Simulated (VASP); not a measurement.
The system is Co.

```xyz
2
Lattice="0.0000 -1.8074 -1.8074 -3.6148 -1.8074 -1.8074 0.0000 1.8074 -1.8074" Properties=species:S:1:pos:R:3 pbc="T T T"
Co    0.0000    0.0000    0.0000
Co   -1.8074    0.0000   -1.8074
```

This isn't the form of Co at room conditions, which is hcp.

Base run:

| Quantity | Value |
| --- | --- |
| Program | VASP 6.6.1 |
| Functional | PBE |
| Potentials or basis | VASP PAW PBE potentials, release 64 (Co) |
| Cutoff | 520 eV |
| k mesh | 11 × 7 × 9 |
| Occupations | fermi-dirac, width 0.05 eV |
| Spin | collinear spin, antiferromagnetic start |
| Starting moments | [1.2, -1.2] μB |

Its results: pressure -19.8 GPa; net moment 0.00 μB per cell; site moments Co +1.04, -1.04 μB.

Problem. The run is repeated on the same cell with these changes: spin from collinear spin, antiferromagnetic start to collinear spin; moments at the start from [1.2, -1.2] to [3.0, 0.0]. What comes out?

Solution. Pressure -14.4 GPa; net moment 3.36 μB per cell; site moments Co +1.72, +1.71 μB.

Caveats: the cell stands under tension; the antiferromagnetic order is the one typed at the start, and another may lie lower (at least some runs).
